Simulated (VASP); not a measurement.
A run of VASP 6.6.1:

INCAR

```
SYSTEM = SiO2
PREC = Accurate
ENCUT = 520
EDIFF = 1E-7
ISMEAR = 0
SIGMA = 0.02
LREAL = .FALSE.
LASPH = .TRUE.
NELM = 60
ALGO = Normal
ISIF = 2
LWAVE = .FALSE.
LCHARG = .FALSE.
IBRION = 2
NSW = 60
EDIFFG = -0.008
```

KPOINTS

```
regular mesh
0
G
  6 6 4
  0 0 0
```

Contents of POSCAR:

```
SiO2
1.0
    5.0386983975      0.0000000000      0.0000000000
   -2.5193491987      4.3636408142      0.0000000000
    0.0000000000      0.0000000000      5.5801035267
Si O
3 6
Direct
    0.0000000000      0.5000000000      0.3333333333
    0.5000000000      0.5000000000      0.6666666667
    0.5000000000      0.0000000000      0.0000000000
    0.5843949018      0.7921974509      0.8333333333
    0.7921974509      0.5843949018      0.5000000000
    0.7921974509      0.2078025491      0.1666666667
    0.4156050982      0.2078025491      0.8333333333
    0.2078025491      0.4156050982      0.5000000000
    0.2078025491      0.7921974509      0.1666666667
```

Potentials or basis: VASP PAW LDA potentials, release 64 (Si, O).

Command:

```sh
$ cat potpaw_LDA.64/Si/POTCAR potpaw_LDA.64/O/POTCAR > POTCAR
$ mpirun -np 1 vasp_std > vasp.out
```

Hardware: 1 thread of Intel(R) Xeon(R) Platinum 8488C (Sapphire Rapids), on a shared host.

Task: How long does it take, and how much memory?

Result: It took 100 s on 1 thread of Intel(R) Xeon(R) Platinum 8488C (Sapphire Rapids) (shared host), peak memory 0.22 GiB. Counts: scf iterations 28, k points 21, ion steps 3.
